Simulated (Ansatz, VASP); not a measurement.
Two plane-wave programs on Fe

File INCAR:

```
PREC = Accurate
ENCUT = 520
EDIFF = 1E-6
ISMEAR = -1
SIGMA = 0.05
LREAL = False
LASPH = True
NELM = 150
ALGO = Normal
ISIF = 2
LWAVE = False
LCHARG = False
ISPIN = 2
MAGMOM = 2.62 2.62 2.627 2.627
LORBIT = 11
LMAXMIX = 4
GGA = RE
NBANDS = 28
```

Contents of KPOINTS:

```
regular mesh
0
Gamma
  19 19 5
```

Contents of POSCAR:

```
Fe
1.0
    2.5472608405      0.0000000000      0.0000000000
   -1.2736304203      2.2059925979      0.0000000000
    0.0000000000      0.0000000000      8.7441524748
Fe
4
Direct
    1.0000000000      1.0000000000      1.0000000000
    1.0000000000      0.0000000000      0.5000000000
    0.3333333333      0.6666666667      0.2500000000
    0.6666666667      0.3333333333      0.7500000000
```

Input for Ansatz:

```yaml
crystal:
  lattice:
    - [2.5472608405, 0.0, 0.0]
    - [-1.2736304203, 2.2059925979, 0.0]
    - [0.0, 0.0, 8.7441524748]
  atoms:
    - { symbol: Fe, position: [1.0, 1.0, 1.0], spin: 2.62 }
    - { symbol: Fe, position: [1.0, 0.0, 0.5], spin: 2.62 }
    - { symbol: Fe, position: [0.3333333333, 0.6666666667, 0.25], spin: 2.627 }
    - { symbol: Fe, position: [0.6666666667, 0.3333333333, 0.75], spin: 2.627 }
hamiltonian:
  xc: revpbe
  pseudopotentials:
    kind: paw
    azcp:
      Fe: "pseudopotentials/Fe.paw.azcp"
basis:
  ecutwfc: 420
  fft_grid_basis: typed
kpoints:
  mp_grid: { grid: [19, 19, 5], shift: [0, 0, 0] }
magnetization:
  spin_polarized: true
scf:
  occupations: { method: fermi_dirac, width: 0.05 }
```

Alike in both runs: task single point; functional revPBE; k mesh 19 × 19 × 5; occupations fermi-dirac, width 0.05 eV; collinear spin.

|  | VASP | Ansatz |
| --- | --- | --- |
| version | VASP 6.6.1 | Ansatz 0.2.0 |
| potentials or method | VASP PAW PBE potentials, release 64 (Fe), cutoff 520 eV | plane waves (420 eV) with PAW, scalar-relativistic |
| valence electrons in the cell | 32 | 64 |

|  | VASP | Ansatz | Ansatz less VASP |
| --- | --- | --- | --- |
| net moment per atom (μB) | 2.60 | 2.59 | -0.001 |
| size of the moment on the site where the two differ most (μB) | 2.59 | 2.63 | +0.042 |

VASP's potentials were made for PBE, not for revPBE. Site moments also hang on the region over which each program counts them. VASP's potentials hold 32 valence electrons a cell and Ansatz's 64, so a difference there can come from the potentials and not from the codes.
